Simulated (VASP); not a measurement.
Wanted: the native input for a VASP 6.6.1 run.

- Task: single point
- Functional: PBEsol
- Potentials or basis: VASP PAW PBE potentials, release 64 (Ir)
- Cutoff: 520 eV
- k mesh: 22 × 22 × 22
- Occupations: gaussian, width 0.15 eV
- Spin: no spin polarisation
- Dipole correction: no
- Further INCAR settings: ALGO = Fast; EDIFF = 1e-06; NBANDS = 10

The structure of Ir lies in POSCAR:

```
Ir
1.0
    0.0000000000      1.9197000000      1.7661240000
    1.9197000000      0.0000000000      1.7661240000
    1.9197000000      1.9197000000      0.0000000000
Ir
1
Direct
    0.0000000000      0.0000000000      0.0000000000
```

This cell differs from its parent crystal: strain +0.000 along x and y, -0.080 along z.

One way to write it, as run:

INCAR

```
SYSTEM = Ir
ALGO = Fast
EDIFF = 1E-6
ENCUT = 520
GGA = PS
ISIF = 2
ISMEAR = 0
LASPH = .TRUE.
LCHARG = .FALSE.
LREAL = .FALSE.
LWAVE = .FALSE.
NBANDS = 10
NELM = 100
PREC = Accurate
SIGMA = 0.15
```

KPOINTS

```
k-points
0
G
  22 22 22
  0 0 0
```

Potentials or basis: VASP PAW PBE potentials, release 64 (Ir).

Run with:

```sh
$ cat potpaw_PBE.64/Ir/POTCAR > POTCAR
$ mpirun -np 1 vasp_std > vasp.out
```

Results of the run:

| Quantity | Value |
| --- | --- |
| Pressure | 39.2 GPa |

Caveat: the cell differs from its parent crystal (strain +0.000 along x and y, -0.080 along z); the PAW data sets were made with another functional, which shifts forces and pressure a little.

It took 110 s on 1 thread of Intel(R) Xeon(R) Platinum 8259CL CPU @ 2.50GHz (Skylake/Cascade Lake) (shared host), peak memory 0.23 GiB.
